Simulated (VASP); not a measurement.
# SiGe (P6_3mc) in VASP: notebook, part 2 of 2

VASP 6.6.1. Earlier steps stand in the parts before.

## (3) Single point, PBEsol (atoms shifted along a free coordinate)

INCAR

```
PREC = Accurate ; ENCUT = 520
EDIFF = 1E-7 ; ISMEAR = 0
SIGMA = 0.03 ; LREAL = False
LASPH = True ; NELM = 60
ALGO = Normal ; ISIF = 2
LWAVE = False ; LCHARG = True
GGA = PS ; LELF = True
LVHAR = True ; NBANDS = 26
```

KPOINTS

```
Automatic mesh
0
Gamma
  12 12 6
```

POSCAR

```
SiGe
1.0
    3.8654920470      0.0000000000      0.0000000000
   -1.9327460235      3.3476143109      0.0000000000
    0.0000000000      0.0000000000      6.3853843130
Si Ge
2 2
Direct
    0.6666666667      0.3333333333      0.8745463082
    0.3333333333      0.6666666667      0.3745463082
    0.6666666667      0.3333333333      0.4771721773
    0.3333333333      0.6666666667     -0.0228278227
```

Potentials or basis: VASP PAW PBE potentials, release 64 (Si, Ge_d).

On the command line:

```
$ cat potpaw_PBE.64/Si/POTCAR potpaw_PBE.64/Ge_d/POTCAR > POTCAR
$ mpirun -np 1 vasp_std > vasp.out
```

OUTCAR:

```text
PREC = Accurate
   ENCUT = 520
   EDIFF = 1E-7
   ISMEAR = 0
   LREAL = False
   LASPH = True
   NELM = 60
   ISIF = 2
   GGA = PS

 ion  position               nearest neighbor table
   1  0.667  0.333  0.875-   4 2.33   4 2.33   4 2.33   3 2.54
   2  0.333  0.667  0.375-   3 2.33   3 2.33   3 2.33   4 2.54
   3  0.667  0.333  0.477-   2 2.33   2 2.33   2 2.33   1 2.54
   4  0.333  0.667  0.977-   1 2.33   1 2.33   1 2.33   2 2.54

  LATTYP: Found a hexagonal cell.
[... 897 lines left out ...]
  FORCE on cell =-STRESS in cart. coord.  units (eV):
  Direction    XX          YY          ZZ          XY          YZ          ZX
  --------------------------------------------------------------------------------------
  -------------------------------------------------------------------------------------
  Total        3.0189759      3.0189759     -1.2746303      0.0000000      0.0000000      0.0000000
  in kB       58.5386880     58.5386880    -24.7153956      0.0000000      0.0000000      0.0000000
  external PRESSURE =      30.7873268 kB  Pullay stress =       0.0000000 kB

 VOLUME and BASIS-vectors are now :
 -----------------------------------------------------------------------------
  energy-cutoff  :      520.00
  volume of cell :       82.63
      direct lattice vectors                 reciprocal lattice vectors
     3.865492047  0.000000000  0.000000000     0.258699278  0.149360098  0.000000000
    -1.932746024  3.347614311  0.000000000     0.000000000  0.298720195  0.000000000
     0.000000000  0.000000000  6.385384313     0.000000000  0.000000000  0.156607645

 POSITION                                       TOTAL-FORCE (eV/Angst)
 -----------------------------------------------------------------------------------
      1.93275      1.11587      5.58431        -0.000000      0.000000     -1.454911
     -0.00000      2.23174      2.39162         0.000000     -0.000000     -1.454911
      1.93275      1.11587      3.04693         0.000000      0.000000      1.454911
     -0.00000      2.23174      6.23962        -0.000000     -0.000000      1.454911
 -----------------------------------------------------------------------------------
    total drift:                                0.000001      0.000001     -0.000690

  FREE ENERGIE OF THE ION-ELECTRON SYSTEM (eV)
  ---------------------------------------------------
  free  energy   TOTEN  =       -21.0028363448 eV

  energy  without entropy=      -21.0026160182  energy(sigma->0) =      -21.00272618
```

OSZICAR:

```text
N       E                     dE             d eps       ncg     rms          rms(c)
DAV:   1     0.262758190548E+03    0.26276E+03   -0.17698E+04  4582   0.301E+03
DAV:   2     0.211142063048E+02   -0.24164E+03   -0.23239E+03  4000   0.625E+02
DAV:   3    -0.197380043178E+02   -0.40852E+02   -0.40397E+02  4786   0.154E+02
DAV:   4    -0.213715806177E+02   -0.16336E+01   -0.16305E+01  4682   0.338E+01
DAV:   5    -0.214060181369E+02   -0.34438E-01   -0.34427E-01  4878   0.556E+00    0.610E+00
DAV:   6    -0.211298970865E+02    0.27612E+00   -0.11210E-01  4616   0.248E+00    0.355E+00
DAV:   7    -0.210001788113E+02    0.12972E+00   -0.19435E-01  4296   0.290E+00    0.229E-01
DAV:   8    -0.210025044637E+02   -0.23257E-02   -0.18772E-02  4858   0.140E+00    0.119E-01
DAV:   9    -0.210027267368E+02   -0.22227E-03   -0.46707E-04  4880   0.172E-01    0.814E-02
DAV:  10    -0.210028207175E+02   -0.93981E-04   -0.10993E-04  4698   0.954E-02    0.208E-02
DAV:  11    -0.210028348973E+02   -0.14180E-04   -0.18704E-05  4592   0.338E-02    0.461E-03
DAV:  12    -0.210028360279E+02   -0.11306E-05   -0.11576E-06  4534   0.773E-03    0.186E-03
DAV:  13    -0.210028363572E+02   -0.32923E-06   -0.35513E-07  3764   0.398E-03    0.158E-03
DAV:  14    -0.210028363448E+02    0.12345E-07   -0.20912E-08  2600   0.188E-03
   1 F= -.21002836E+02 E0= -.21002726E+02  d E =-.220327E-03
```

Wall time 85 s (1 thread of Intel Xeon 6975P-C (Granite Rapids), shared host); peak memory 0.27 GiB.

Results:

```yaml
Free_energy: -21.0028 eV
Pressure: 3.1 GPa
Largest_force: 1.455 eV/Å
Band_gap_on_the_k_mesh: zero (bands 18 and 19 overlap by 0.22 eV)
```

Forces on the atoms (eV/Å):
```
Si   0.000  0.000 -1.455
Si   0.000  0.000 -1.455
Ge   0.000  0.000  1.455
Ge   0.000  0.000  1.455
```

Levels at points of the mesh, in eV from the Fermi level:
```
           k point  band 16  band 17  band 18  band 19  band 20  band 21
(0.00, 0.00, 0.00)    -0.59    -0.59     0.00     0.31     1.40     1.96
(0.50, 0.00, 0.00)    -3.62    -2.91    -2.15    -0.08     1.69     3.54
(0.00, 0.00, 0.50)    -1.41    -1.41    -1.41     0.79     0.79     2.82
(0.50, 0.00, 0.50)    -3.01    -2.51    -2.51     0.50     0.50     1.26
```

Caveat: the cell differs from its parent crystal (atoms shifted along a free coordinate); the cell stands under pressure; semilocal functionals underestimate gaps, so a narrow gap can read as zero; the PAW data sets were made with another functional, which shifts forces and pressure a little.

## (4) Single point, PBEsol (atoms shifted along a free coordinate)

INCAR

```
PREC = Accurate ; ENCUT = 520
EDIFF = 1E-7 ; ISMEAR = 0
SIGMA = 0.03 ; LREAL = F
LASPH = T ; NELM = 100
ALGO = Normal ; ISIF = 2
LWAVE = F ; LCHARG = F
GGA = PS ; NBANDS = 26
```

KPOINTS is that of step 3.

POSCAR, as its differences from that of step 3:

```diff
@@ -10,3 +10,3 @@
     0.3333333333      0.6666666667      0.3745463082
-    0.6666666667      0.3333333333      0.4771721773
-    0.3333333333      0.6666666667     -0.0228278227
+    0.6666666667      0.3333333333      0.5237332063
+    0.3333333333      0.6666666667      0.0237332063
```

On the command line:

```
$ cat potpaw_PBE.64/Si/POTCAR potpaw_PBE.64/Ge_d/POTCAR > POTCAR
$ mpirun -np 1 vasp_std > vasp.out
```

Wall time 89 s (1 thread of Intel Xeon 6975P-C (Granite Rapids), shared host); peak memory 0.28 GiB.

The run converged. Its results:

```
Free energy            : -20.9258 eV
Pressure               : 2.9 GPa
Largest force          : 2.282 eV/Å
Band gap on the k mesh : zero (bands 18 and 19 overlap by 0.20 eV)
```

Forces on the atoms (eV/Å):
```
Si   0.000  0.000  2.282
Si   0.000  0.000  2.282
Ge   0.000  0.000 -2.282
Ge   0.000  0.000 -2.282
```

Stress tensor (GPa, compression positive):
```
-1.00  0.00  0.00
 0.00 -1.00  0.00
 0.00  0.00 10.81
```

Levels at points of the mesh, in eV from the Fermi level:
```csv
k point,band 16,band 17,band 18,band 19,band 20,band 21
"(0.00, 0.00, 0.00)",-1.35,0.20,0.20,0.56,1.50,1.54
"(0.50, 0.00, 0.00)",-3.82,-3.39,-1.39,0.25,1.91,2.33
"(0.00, 0.00, 0.50)",-1.07,-1.07,-1.07,1.39,1.39,2.91
"(0.50, 0.00, 0.50)",-3.21,-2.65,-2.65,0.23,0.23,1.77
```

Caveat: the cell differs from its parent crystal (atoms shifted along a free coordinate); semilocal functionals underestimate gaps, so a narrow gap can read as zero; the PAW data sets were made with another functional, which shifts forces and pressure a little.

## (5) Overview

```csv
cell,gap on the mesh (eV),pressure (GPa),largest force (eV/Å)
"a = 3.830, b = 3.830, c = 6.327 Å, angles 90.0, 90.0, 120.0°, 4 atoms, atomic positions A",none,5.5,1.15
"a = 3.865, b = 3.865, c = 6.385 Å, angles 90.0, 90.0, 120.0°, 4 atoms, atomic positions B",none,3.1,1.45
"a = 3.865, b = 3.865, c = 6.385 Å, angles 90.0, 90.0, 120.0°, 4 atoms, atomic positions C",none,2.9,2.28
```

Alike in all rows: task single point; level PBEsol; potentials or basis VASP PAW PBE potentials, release 64 (Si, Ge_d); no spin polarisation; k mesh 12 × 12 × 6; cutoff (eV) 520; smearing gaussian 0.03 eV.

Caveats: semilocal functionals underestimate gaps, so a narrow gap can read as zero; the PAW data sets were made with another functional, which shifts forces and pressure a little; the cell stands under pressure (at least some runs).

Total energies depend on the potentials used, so only differences within one code and one set of settings carry meaning.
